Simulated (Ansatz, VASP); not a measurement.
# InSe in VASP and in Ansatz

```
Se In
1.0
     4.02661    0.00000    0.00000
    -2.01331    3.48715    0.00000
     0.00000    0.00000   28.27071
Se In
4 4
Direct
  0.00000 0.00000 0.15918
  0.00000 0.00000 0.34967
  0.33333 0.66667 0.47559
  0.33333 0.66667 0.66609
  0.66667 0.33333 0.20500
  0.66667 0.33333 0.30385
  0.00000 0.00000 0.52142
  0.00000 0.00000 0.62026
```

Alike in both runs: task single point; functional PBE; dispersion D3(BJ); k mesh 9 × 9 × 1; occupations gaussian, width 0.05 eV; no spin polarisation.

|  | VASP | Ansatz |
| --- | --- | --- |
| version | VASP 6.6.1 | Ansatz 0.2.0 |
| potentials or method | VASP PAW PBE potentials, release 64 (Se, In_d), cutoff 520 eV | scalar-relativistic, plane waves, PAW |
| valence electrons in the cell | 76 | 116 |

|  | VASP | Ansatz | Ansatz less VASP |
| --- | --- | --- | --- |
| gap on the k mesh at the Fermi level (eV) | 1.24 | 1.25 | +0.010 |
| least direct gap on the mesh (eV) | 1.28 | 1.29 | +0.010 |
| rms of the force components (eV/Å) | 0.025 | 0.022 | -0.0027 |

VASP's potentials hold 76 valence electrons a cell and Ansatz's 116, so a difference there can come from the potentials and not from the codes.
